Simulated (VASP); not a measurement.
Set up this calculation in VASP 6.6.1, as the native input.

| Property | Result |
| --- | --- |
| Task | relaxation of cell and atoms |
| Functional | PBEsol |
| Potentials or basis | VASP PAW PBE potentials, release 64 (Hf_pv, O) |
| Cutoff | 600 eV |
| k mesh | 6 × 6 × 4 |
| Occupations | gaussian, width 0.01 eV |
| Spin | no spin polarisation |
| Dipole correction | no |
| Further INCAR settings | ALGO = Normal; EDIFF = 1e-07; IBRION = 2; EDIFFG = -0.003; NSW = 100; ISIF = 3 |

The structure of HfO2 lies in POSCAR:

```
HfO2
1.0
    3.5961000000      0.0000000000      0.0000000000
    0.0000000000      3.5961000000      0.0000000000
    0.0000000000      0.0000000000      5.1770000000
Hf O
2 4
Direct
    0.0000000000      0.0000000000      0.0000000000
    0.5000000000      0.5000000000      0.5000000000
    0.0000000000      0.5000000000      0.2030000000
    0.0000000000      0.5000000000      0.7030000000
    0.5000000000      0.0000000000      0.2970000000
    0.5000000000      0.0000000000      0.7970000000
```

One way to write it, as run:

INCAR

```
SYSTEM = HfO2
PREC     = Accurate       ! precision mode
ENCUT    = 600            ! plane-wave cutoff, eV
EDIFF    = 1E-7           ! SCF threshold, eV
ISMEAR   = 0              ! smearing method
SIGMA    = 0.01           ! smearing width, eV
LREAL    = .FALSE.        ! projectors in reciprocal space
LASPH    = .TRUE.         ! aspherical terms in the spheres
NELM     = 120            ! most SCF steps
ALGO     = Normal         ! electronic algorithm
ISIF     = 3              ! what is computed and relaxed
LWAVE    = .FALSE.        ! write WAVECAR
LCHARG   = .FALSE.        ! write CHGCAR
GGA      = PS             ! functional
IBRION   = 2              ! ionic algorithm
NSW      = 100            ! ionic steps
EDIFFG   = -0.003         ! ionic threshold
GGA_COMPAT= .FALSE.      
NELMIN   = 4
```

KPOINTS

```
Automatic mesh
0
G
  6 6 4
  0 0 0
```

Potentials or basis: VASP PAW PBE potentials, release 64 (Hf_pv, O).

Run with:

```console
$ cat potpaw_PBE.64/Hf_pv/POTCAR potpaw_PBE.64/O/POTCAR > POTCAR
$ mpirun -np 1 vasp_std > vasp.out
```

It gave:

```json
{
 "Relaxed volume": "10.78 Å³/atom",
 "Relaxed cell": "a = 3.551 Å, b = 3.551 Å, c = 5.129 Å, α = 90.00°, β = 90.00°, γ = 90.00°",
 "Space group after relaxing (to 0.05 Å)": "P4_2/nmc (No. 137)",
 "Energy gained by relaxing": "10.9 meV/atom",
 "Ionic steps": "8",
 "Pressure after relaxing": "0.0 GPa",
 "Band gap on the k mesh": "4.59 eV, indirect (least direct gap 4.68 eV)"
}
```

Caveat: the PAW data sets were made with another functional, which shifts forces and pressure a little; spin-orbit coupling is left out, which moves the levels of the heavy elements.

Run time: 2.4 min on 1 thread of Intel(R) Xeon(R) 6975P-C (Granite Rapids), on a shared host, peak memory 0.22 GiB.
